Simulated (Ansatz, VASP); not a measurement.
# SrLiH3 in VASP and in Ansatz

```
Li Sr H
1.0
     4.63079    0.00000    0.00000
     0.00000    4.63079    0.00000
     0.00000    0.00000    4.63079
Li Sr H
1 1 3
Direct
  0.00000 0.00000 0.00000
  0.50000 0.50000 0.50000
  0.00000 0.50000 0.50000
  0.50000 0.00000 0.50000
  0.50000 0.50000 0.00000
```

Alike in both runs: task relaxation of cell and atoms; functional revPBE; dispersion D3(BJ); k mesh 4 × 4 × 4; no spin polarisation.

|  | VASP | Ansatz |
| --- | --- | --- |
| version | VASP 6.6.1 | Ansatz 0.2.0 |
| potentials or method | VASP PAW PBE potentials, release 64 (Li_sv, Sr_sv, H) | plane waves, PAW |
| plane-wave cutoff (eV) | 600 | 420 |
| occupations | gaussian, width 0.01 eV | fixed |
| valence electrons in the cell | 16 | 16 |

Ansatz gave:

```
relaxed volume (Å³/atom)                                        : 19.38
relaxed length of the cell vector where the two differ most in proportion (Å) : 4.593
```

Question: Which values does VASP return?

Answer: Relaxed volume (Å³/atom): 19.44; relaxed length of the cell vector where the two differ most in proportion (Å): 4.598.

VASP's potentials were made for PBE, not for revPBE.

Noted on VASP's run: the cutoff is under 1.25 times that of the potentials, so the pressure is a little rough.
